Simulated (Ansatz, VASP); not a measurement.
# Two plane-wave programs on CdTe

```xyz
2
Lattice="0.0000 3.3095 3.3095 3.3095 0.0000 3.3095 3.3095 3.3095 0.0000" Properties=species:S:1:pos:R:3 pbc="T T T"
Cd    0.0000    0.0000    0.0000
Te    1.6547    1.6547    1.6547
```

Alike in both runs: functional PBE; k mesh 8 × 8 × 8; occupations gaussian, width 0.02 eV; no spin polarisation.

Ansatz relaxed the structure, and its values are those at the end. VASP's run is a single point on that final structure, the one shown.

```csv
,VASP,Ansatz
version,VASP 6.6.1,Ansatz 0.2.0
potentials or method,"VASP PAW PBE potentials, release 64 (Cd, Te), cutoff 500 eV","scalar-relativistic, plane waves, PAW"
valence electrons in the cell,18,36
```

Ansatz gave:

```
gap on the k mesh at the Fermi level (eV) : 0.58
least direct gap on the mesh (eV)         : 0.58
pressure (GPa)                            : 0.0
```

Q: Estimate VASP's values.

A: gap on the k mesh at the Fermi level (eV): 0.58; least direct gap on the mesh (eV): 0.58; pressure (GPa): 0.1.

VASP's potentials hold 18 valence electrons a cell and Ansatz's 36, so a difference there can come from the potentials and not from the codes.

Neither program's run includes spin-orbit coupling.
